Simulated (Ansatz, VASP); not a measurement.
## BP: VASP beside Ansatz

```xyz
2
Lattice="0.0000 2.2454 2.2454 2.2454 0.0000 2.2454 2.2454 2.2454 0.0000" Properties=species:S:1:pos:R:3 pbc="T T T"
B     0.0000    0.0000    0.0000
P     1.1227    1.1227    1.1227
```

Alike in both runs: functional LDA; k mesh 10 × 10 × 10; occupations gaussian, width 0.02 eV; no spin polarisation.

Ansatz relaxed the structure, and its values are those at the end. VASP's run is a single point on that final structure, the one shown.

```csv
,VASP,Ansatz
version,VASP 6.6.1,Ansatz 0.2.0
potentials or method,"VASP PAW LDA potentials, release 64 (B, P), cutoff 500 eV","scalar-relativistic, plane waves, PAW"
valence electrons in the cell,8,8
```

```tsv
	VASP	Ansatz	Ansatz less VASP
gap on the k mesh at the Fermi level (eV)	1.15	1.15	-0.001
least direct gap on the mesh (eV)	3.43	3.43	-0.003
pressure (GPa)	-0.1	0.0	+0.12
```

Ansatz warns that its potentials were made for another functional, while VASP's fit it. LDA's correlation is that of Perdew and Zunger in VASP and of Perdew and Wang (1992) in Ansatz.
